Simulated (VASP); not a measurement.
# Cu (Fm-3m) in VASP: further runs

Runs on Cu. Level: PBE. Tasks: single point, relaxation of cell and atoms.

Program: VASP 6.6.1. These are calculated values, not measurements. Logs are shortened: lines on timing, memory, paths and dates and some standing lists are left out, and cuts for length are marked.

### Step 1. The cell of the first run

It takes space group Fm-3m (No. 225, cubic). The conventional cell has a = 3.639 Å, b = 3.639 Å, c = 3.639 Å, α = 90.00°, β = 90.00°, γ = 90.00°. Within 3.4 Å of Cu (site symmetry m-3m) lie 12 Cu at 2.57 Å.

### Step 2. Single point, PBE

Input file INCAR:

```
SYSTEM = Cu
PREC = Accurate
ENCUT = 600
EDIFF = 1E-6
ISMEAR = -1
SIGMA = 0.1
LREAL = .False.
LASPH = .True.
NELM = 120
ALGO = Normal
ISIF = 2
LWAVE = .False.
LCHARG = .True.
GGA = PE
LELF = .True.
LVHAR = .True.
NBANDS = 12
GGA_COMPAT = .False.
```

Input file KPOINTS:

```
Automatic mesh
0
Gamma
  6 6 6
  0 0 0
```

Input file POSCAR:

```
Cu
1.0
    0.0000000000      1.8196002695      1.8196002695
    1.8196002695      0.0000000000      1.8196002695
    1.8196002695      1.8196002695      0.0000000000
Cu
1
Direct
    0.0000000000      0.0000000000      0.0000000000
```

Potentials or basis: VASP PAW PBE potentials, release 64 (Cu).

Run with:

```bash
$ cat potpaw_PBE.64/Cu/POTCAR > POTCAR
$ mpirun -np 1 vasp_std > vasp.out
```

OUTCAR:

```text
SYSTEM = Cu
   PREC = Accurate
   ENCUT = 600
   EDIFF = 1E-6
   ISMEAR = -1
   LREAL = .False.
   LASPH = .True.
   NELM = 120
   ISIF = 2
   GGA = PE

 ion  position               nearest neighbor table
   1  0.000  0.000  0.000-

  LATTYP: Found a face centered cubic cell.
 ALAT       =     3.6392005390

  Lattice vectors:

 A1 = (   0.0000000000,   1.8196002695,   1.8196002695)
 A2 = (   1.8196002695,   0.0000000000,   1.8196002695)
 A3 = (   1.8196002695,   1.8196002695,   0.0000000000)

Analysis of symmetry for initial positions (statically):
=====================================================================
 Subroutine PRICEL returns:
 Original cell was already a primitive cell.

 Routine SETGRP: Setting up the symmetry group for a
 face centered cubic supercell.

 Subroutine GETGRP returns: Found 48 space group operations
 (whereof 48 operations were pure point group operations)
 out of a pool of 48 trial point group operations.

The static configuration has the point symmetry O_h .

Analysis of symmetry for dynamics (positions and initial velocities):
=====================================================================
 Subroutine PRICEL returns:
 Original cell was already a primitive cell.

 Routine SETGRP: Setting up the symmetry group for a
 face centered cubic supercell.

 Subroutine GETGRP returns: Found 48 space group operations
 (whereof 48 operations were pure point group operations)
 out of a pool of 48 trial point group operations.

The dynamic configuration has the point symmetry O_h .

 Subroutine INISYM returns: Found 48 space group operations
 (whereof 48 operations are pure point group operations),
 and found     1 'primitive' translations

----------------------------------------------------------------------------------------

                                     Primitive cell

  volume of cell :      12.0492

  direct lattice vectors                    reciprocal lattice vectors
     0.000000000  1.819600269  1.819600269    -0.274785626  0.274785626  0.274785626
     1.819600269  0.000000000  1.819600269     0.274785626 -0.274785626  0.274785626
     1.819600269  1.819600269  0.000000000     0.274785626  0.274785626 -0.274785626

  length of vectors
     2.573303379  2.573303379  2.573303379     0.475942666  0.475942666  0.475942666

  position of ions in fractional coordinates (direct lattice)
     0.000000000  0.000000000  0.000000000

  ion indices of the primitive-cell ions
   primitive index   ion index
                 1           1

----------------------------------------------------------------------------------------

 KPOINTS: Automatic mesh

Automatic generation of k-mesh.
 Grid dimensions read from file:
 generate k-points for:    6    6    6

 Generating k-lattice:

  Cartesian coordinates                     Fractional coordinates (reciprocal lattice)
    -0.045797604  0.045797604  0.045797604     0.166666667  0.000000000  0.000000000
     0.045797604 -0.045797604  0.045797604     0.000000000  0.166666667  0.000000000
     0.045797604  0.045797604 -0.045797604     0.000000000  0.000000000  0.166666667

  Length of vectors
     0.079323778  0.079323778  0.079323778

  Shift w.r.t. Gamma in fractional coordinates (k-lattice)
     0.000000000  0.000000000  0.000000000

 Subroutine IBZKPT returns following result:
 ===========================================

 Found     16 irreducible k-points:

 Following reciprocal coordinates:
            Coordinates               Weight
  0.000000  0.000000  0.000000      1.000000
  0.166667  0.000000  0.000000      8.000000
  0.333333  0.000000  0.000000      8.000000
  0.500000  0.000000  0.000000      4.000000
  0.166667  0.166667  0.000000      6.000000
  0.333333  0.166667  0.000000     24.000000
[... 8 lines left out ...]
 -0.333333  0.333333  0.166667     24.000000
 -0.333333  0.500000  0.166667     12.000000
   k-points           NKPTS =     16   k-points in BZ     NKDIM =     16   number of bands    NBANDS=     12
   number of dos      NEDOS =    301   number of ions     NIONS =      1
   total plane-waves  NPLWV =  13824
   dimension x,y,z NGX =    24 NGY =   24 NGZ =   24
   dimension x,y,z NGXF=    48 NGYF=   48 NGZF=   48
   ions per type =               1
   NGX,Y,Z   is equivalent  to a cutoff of  15.50, 15.50, 15.50 a.u.
   NGXF,Y,Z  is equivalent  to a cutoff of  31.01, 31.01, 31.01 a.u.
 SYSTEM =  Cu
   PREC   = accura    normal or accurate (medium, high low for compatibility)
   ISTART =      0    job   : 0-new  1-cont  2-samecut
   ICHARG =      2    charge: 1-file 2-atom 10-const
   ISPIN  =      1    spin polarized calculation?
   LNONCOLLINEAR =      F non collinear calculations
   LSORBIT =      F    spin-orbit coupling
   LASPH  =      T    aspherical Exc in radial PAW
   ENCUT  =  600.0 eV  44.10 Ry    6.64 a.u.   5.14  5.14  5.14*2*pi/ulx,y,z
   NELM   =    120;   NELMIN=  2; NELMDL= -5     # of ELM steps
   EDIFF  = 0.1E-05   stopping-criterion for ELM
   LREAL  =      F    real-space projection
   EDIFFG = 0.1E-04   stopping-criterion for IOM
   NSW    =      0    number of steps for IOM
   IBRION =     -1    ionic relax: 0-MD 1-quasi-New 2-CG
   NFREE  =      0    steps in history (QN), initial steepest desc. (CG)
   ISIF   =      2    stress and relaxation
   ISYM   =      2    0-nonsym 1-usesym 2-fastsym
   POTIM  = 0.5000    time-step for ionic-motion
   TEBEG  =    0.0;   TEEND  =   0.0 temperature during run
   PSTRESS=    0.0 pullay stress
   NELECT =      11.0000    total number of electrons
   NUPDOWN=      -1.0000    fix difference up-down
   EMIN   =  10.00;   EMAX   =-10.00  energy-range for DOS
   EFERMI =   0.00;   METHOD = LEGACY
   ISMEAR =    -1;   SIGMA  =   0.10  broadening in eV -4-tet -1-fermi 0-gaus
   EFERMI_NEDOS =   21; number of points for ismear=-14 and -15
   IALGO  =     38    algorithm
   IMIX   =      4    mixing-type and parameters
     AMIX     =   0.40;   BMIX     =  1.00
     AMIX_MAG =   1.60;   BMIX_MAG =  1.00
  volume/ion in A,a.u.               =      12.05        81.31
  Fermi-wavevector in a.u.,A,eV,Ry     =   1.588131  3.001133 34.316083  2.522161
  Thomas-Fermi vector in A             =   2.687182
   LORBIT       =      0    0 simple, 1 ext, 2 COOP (PROOUT), +10 PAW based schemes
   GGA     = PE    functional components
   LHFCALC =     F    Hartree Fock is set to
   AEXX    =    0.0000 exact exchange contribution
   IVDW    =     0    specifies the selected vdW correction
   LEPSILON=     F    determine dielectric tensor
   LRPA    =     F    only Hartree local field effects (RPA)
 non-spin polarized calculation
  energy-cutoff  :      600.00
  volume of cell :       12.05
 maximum number of plane-waves:       419
 NGX is ok and might be reduce to    24
   NGX = 11   NGY = 11   NGZ = 11

 number of electron      10.9999999 magnetization

 Free energy of the ion-electron system (eV)
  ---------------------------------------------------
  ext. energy  EPLUGINS =         0.00000000
  ---------------------------------------------------
  free energy    TOTEN  =        -3.67842562 eV

  energy without entropy =       -3.65988524  energy(sigma->0) =       -3.66915543

 E-fermi :   7.3088     XC(G=0): -12.6112

 val. band max:        7.2462869796   @ k =   0.5000   0.3333   0.1667
 cond. band min:       7.8050440468   @ k =   0.5000   0.1667   0.0000
 fundamental gap:      0.5587570672
 Fermi energy:         7.3087897134

 k-point     1 :       0.0000    0.0000    0.0000
  band No.  band energies     occupation
      1      -1.8599      2.00000
      2       4.3682      2.00000
      3       4.3682      2.00000
      4       4.3682      2.00000
      5       5.1646      2.00000
      6       5.1646      2.00000
      7      29.7745      0.00000
      8      32.2625      0.00000
      9      32.2625      0.00000
     10      32.2625      0.00000
     11      34.7394      0.00000
     12      34.7394      0.00000

 k-point     2 :       0.1667    0.0000    0.0000
  band No.  band energies     occupation
      1      -0.8849      2.00000
      2       4.1999      2.00000
      3       4.5024      2.00000
      4       4.5024      2.00000
      5       5.1400      2.00000
      6       5.1400      2.00000
      7      23.7795      0.00000
      8      30.1680      0.00000
      9      30.5972      0.00000
     10      30.5972      0.00000
     11      36.5961      0.00000
     12      37.1385      0.00000

 k-point     3 :       0.3333    0.0000    0.0000
  band No.  band energies     occupation
      1       1.4676      2.00000
      2       4.3759      2.00000
      3       4.4463      2.00000
      4       4.4463      2.00000
      5       5.4547      2.00000
      6       5.4547      2.00000
      7      15.8188      0.00000
      8      28.9741      0.00000
      9      29.3850      0.00000
     10      29.3850      0.00000
     11      33.7319      0.00000
     12      33.7319      0.00000
[... 166 lines left out ...]
 k-point    15 :      -0.3333    0.3333    0.1667
  band No.  band energies     occupation
      1       3.4952      2.00000
      2       3.5293      2.00000
      3       4.0748      2.00000
      4       5.0278      2.00000
      5       5.6850      2.00000
      6      10.8579      0.00000
      7      12.0411      0.00000
      8      18.9431      0.00000
      9      19.1459      0.00000
     10      32.0570      0.00000
     11      34.7464      0.00000
     12      40.6117      0.00000

 k-point    16 :      -0.3333    0.5000    0.1667
  band No.  band energies     occupation
      1       3.0720      2.00000
      2       3.3942      2.00000
      3       4.5662      2.00000
      4       5.3099      2.00000
      5       5.8547      2.00000
      6      11.3279      0.00000
      7      14.8646      0.00000
      8      15.9214      0.00000
      9      17.1982      0.00000
     10      30.7180      0.00000
     11      33.1250      0.00000
     12      40.4010      0.00000

------------------------ aborting loop because EDIFF is reached ----------------------------------------

  FORCE on cell =-STRESS in cart. coord.  units (eV):
  Direction    XX          YY          ZZ          XY          YZ          ZX
  --------------------------------------------------------------------------------------
  -------------------------------------------------------------------------------------
  Total        0.0451206      0.0451206      0.0451206     -0.0000000     -0.0000000      0.0000000
  in kB        5.9996752      5.9996752      5.9996752     -0.0000000     -0.0000000      0.0000000
  external PRESSURE =       5.9996752 kB  Pullay stress =       0.0000000 kB

 VOLUME and BASIS-vectors are now :
 -----------------------------------------------------------------------------
  energy-cutoff  :      600.00
  volume of cell :       12.05
      direct lattice vectors                 reciprocal lattice vectors
     0.000000000  1.819600269  1.819600269    -0.274785626  0.274785626  0.274785626
     1.819600269  0.000000000  1.819600269     0.274785626 -0.274785626  0.274785626
     1.819600269  1.819600269  0.000000000     0.274785626  0.274785626 -0.274785626

 POSITION                                       TOTAL-FORCE (eV/Angst)
 -----------------------------------------------------------------------------------
      0.00000      0.00000      0.00000         0.000000     -0.000000      0.000000
 -----------------------------------------------------------------------------------
    total drift:                               -0.000000     -0.000000     -0.000000

  FREE ENERGIE OF THE ION-ELECTRON SYSTEM (eV)
  ---------------------------------------------------
  free  energy   TOTEN  =        -3.6784256182 eV

  energy  without entropy=       -3.6598852376  energy(sigma->0) =       -3.66915543
```

Wall time 5.6 s (1 thread of AMD EPYC 9R45 (Zen 5), shared host); peak memory 0.1 GiB.

Results:

```
Free energy : -3.6784 eV
Pressure    : 0.6 GPa
```

Levels at points of the mesh, in eV from the Fermi level:
```tsv
k point	band 3	band 4	band 5	band 6	band 7	band 8	band 9	band 10
(0.00, 0.00, 0.00)	-2.94	-2.94	-2.14	-2.14	22.47	24.95	24.95	24.95
(0.50, 0.00, 0.00)	-2.97	-1.59	-1.59	-0.91	3.69	20.97	21.79	21.79
(0.50, 0.50, 0.00)	-1.61	-1.45	-1.45	1.54	7.00	12.96	12.96	17.40
```

Caveat: the k points lie up to 0.50 Å⁻¹ apart.

### Step 3. Relaxation of cell and atoms, PBE

This run uses another cell than the first one, of 12.30 Å³/atom, 1.021 times its volume.

Input file INCAR:

```
  PREC = Accurate
  ENCUT = 600
  EDIFF = 1E-7
  ISMEAR = -1
  SIGMA = 0.1
  LREAL = False
  LASPH = True
  NELM = 120
  ALGO = Normal
  ISIF = 3
  LWAVE = False
  LCHARG = False
  GGA = PE
  IBRION = 2
  NSW = 50
  EDIFFG = -0.01
  GGA_COMPAT = False
  NELMIN = 4
```

Input file KPOINTS:

```
regular mesh
0
Gamma
  6 6 6
```

Input file POSCAR:

```
Cu
1.0
    0.0000000000      1.8320750000      1.8320750000
    1.8320750000      0.0000000000      1.8320750000
    1.8320750000      1.8320750000      0.0000000000
Cu
1
Direct
    0.0000000000      0.0000000000      0.0000000000
```

Potentials or basis: VASP PAW PBE potentials, release 64 (Cu).

Run with:

```bash
$ cat potpaw_PBE.64/Cu/POTCAR > POTCAR
$ mpirun -np 1 vasp_std > vasp.out
```

OUTCAR:

```text
PREC = Accurate
   ENCUT = 600
   EDIFF = 1E-7
   ISMEAR = -1
   LREAL = False
   LASPH = True
   NELM = 120
   ISIF = 3
   GGA = PE
   IBRION = 2
   NSW = 50
   EDIFFG = -0.01
   NELMIN = 4

 ion  position               nearest neighbor table
   1  0.000  0.000  0.000-

  LATTYP: Found a face centered cubic cell.
 ALAT       =     3.6641500000

  Lattice vectors:

 A1 = (   0.0000000000,   1.8320750000,   1.8320750000)
 A2 = (   1.8320750000,   0.0000000000,   1.8320750000)
 A3 = (   1.8320750000,   1.8320750000,   0.0000000000)

Analysis of symmetry for initial positions (statically):
=====================================================================
 Subroutine PRICEL returns:
 Original cell was already a primitive cell.

 Routine SETGRP: Setting up the symmetry group for a
 face centered cubic supercell.

 Subroutine GETGRP returns: Found 48 space group operations
 (whereof 48 operations were pure point group operations)
 out of a pool of 48 trial point group operations.

The static configuration has the point symmetry O_h .

Analysis of symmetry for dynamics (positions and initial velocities):
=====================================================================
 Subroutine PRICEL returns:
 Original cell was already a primitive cell.

 Routine SETGRP: Setting up the symmetry group for a
 face centered cubic supercell.

 Subroutine GETGRP returns: Found 48 space group operations
 (whereof 48 operations were pure point group operations)
 out of a pool of 48 trial point group operations.

The dynamic configuration has the point symmetry O_h .

 Subroutine INISYM returns: Found 48 space group operations
 (whereof 48 operations are pure point group operations),
 and found     1 'primitive' translations

----------------------------------------------------------------------------------------

                                     Primitive cell
[... 89 lines left out ...]
   TEBEG  =    0.0;   TEEND  =   0.0 temperature during run
   PSTRESS=    0.0 pullay stress
   NELECT =      11.0000    total number of electrons
   NUPDOWN=      -1.0000    fix difference up-down
   EMIN   =  10.00;   EMAX   =-10.00  energy-range for DOS
   EFERMI =   0.00;   METHOD = LEGACY
   ISMEAR =    -1;   SIGMA  =   0.10  broadening in eV -4-tet -1-fermi 0-gaus
   EFERMI_NEDOS =   21; number of points for ismear=-14 and -15
   IALGO  =     38    algorithm
   IMIX   =      4    mixing-type and parameters
     AMIX     =   0.40;   BMIX     =  1.00
     AMIX_MAG =   1.60;   BMIX_MAG =  1.00
  volume/ion in A,a.u.               =      12.30        83.00
  Fermi-wavevector in a.u.,A,eV,Ry     =   1.577318  2.980698 33.850353  2.487931
  Thomas-Fermi vector in A             =   2.678018
   LORBIT       =      0    0 simple, 1 ext, 2 COOP (PROOUT), +10 PAW based schemes
   GGA     = PE    functional components
   LHFCALC =     F    Hartree Fock is set to
   AEXX    =    0.0000 exact exchange contribution
   IVDW    =     0    specifies the selected vdW correction
   LEPSILON=     F    determine dielectric tensor
   LRPA    =     F    only Hartree local field effects (RPA)
 conjugate gradient relaxation of ions
 non-spin polarized calculation
  energy-cutoff  :      600.00
  volume of cell :       12.30
 maximum number of plane-waves:       419
 NGX is ok and might be reduce to    24
   NGX = 11   NGY = 11   NGZ = 11

--------------------------------------- Ionic step        1  -------------------------------------------

 number of electron      11.0000001 magnetization

 Free energy of the ion-electron system (eV)
  ---------------------------------------------------
  ext. energy  EPLUGINS =         0.00000000
  ---------------------------------------------------
  free energy    TOTEN  =        -3.67721268 eV

  energy without entropy =       -3.65861771  energy(sigma->0) =       -3.66791519

------------------------ aborting loop because EDIFF is reached ----------------------------------------

  FORCE on cell =-STRESS in cart. coord.  units (eV):
  Direction    XX          YY          ZZ          XY          YZ          ZX
  --------------------------------------------------------------------------------------
  -------------------------------------------------------------------------------------
  Total       -0.1628148     -0.1628148     -0.1628148      0.0000000      0.0000000     -0.0000000
  in kB      -21.2101979    -21.2101979    -21.2101979      0.0000000      0.0000000     -0.0000000
  external PRESSURE =     -21.2101979 kB  Pullay stress =       0.0000000 kB
[... 57 lines left out ...]
--------------------------------------- Ionic step        3  -------------------------------------------

 number of electron      10.9999999 magnetization

 Free energy of the ion-electron system (eV)
  ---------------------------------------------------
  ext. energy  EPLUGINS =         0.00000000
  ---------------------------------------------------
  free energy    TOTEN  =        -3.67856929 eV

  energy without entropy =       -3.66001842  energy(sigma->0) =       -3.66929386

 E-fermi :   7.2575     XC(G=0): -12.5877

 val. band max:        7.1947878463   @ k =   0.5000   0.3333   0.1667
 cond. band min:       7.7549702754   @ k =   0.5000   0.1667   0.0000
 fundamental gap:      0.5601824290
 Fermi energy:         7.2574777011

 k-point     1 :       0.0000    0.0000    0.0000
  band No.  band energies     occupation
      1      -1.8788      2.00000
      2       4.3308      2.00000
      3       4.3308      2.00000
      4       4.3308      2.00000
      5       5.1221      2.00000
      6       5.1221      2.00000
      7      29.6924      0.00000
      8      32.1490      0.00000
      9      32.1490      0.00000
[... 206 lines left out ...]
  FREE ENERGIE OF THE ION-ELECTRON SYSTEM (eV)
  ---------------------------------------------------
  free  energy   TOTEN  =        -3.6785692922 eV

  energy  without entropy=       -3.6600184188  energy(sigma->0) =       -3.66929386

 reached required accuracy - stopping structural energy minimisation
```

It took 9.8 s on 1 thread of AMD EPYC 9R45 (Zen 5), shared host; peak memory 0.1 GiB.

Results:

* Free energy: -3.6786 eV
* Relaxed volume: 12.10 Å³/atom
* Relaxed cell: a = 2.577 Å, b = 2.577 Å, c = 2.577 Å, α = 60.00°, β = 60.00°, γ = 60.00°
* Space group after relaxing (to 0.05 Å): Fm-3m (No. 225)
* Energy gained by relaxing: 1.4 meV/atom
* Ionic steps: 3
* Pressure after relaxing: 0.0 GPa

The path:
```csv
step,energy change (eV),largest force (eV/Å),pressure (GPa),volume (Å³)
1,0.0000,0.0000,-2.12,12.30
2,-0.0011,0.0000,1.02,12.01
3,-0.0014,0.0000,0.02,12.10
```

Final structure:
```yaml
crystal:
  lattice:
    - [0.00000, 1.82207, 1.82207]
    - [1.82207, 0.00000, 1.82207]
    - [1.82207, 1.82207, 0.00000]
  atoms:
    - { symbol: Cu, position: [0.00000, 0.00000, 0.00000] }
```

Caveat: the k points lie up to 0.50 Å⁻¹ apart in the final cell.
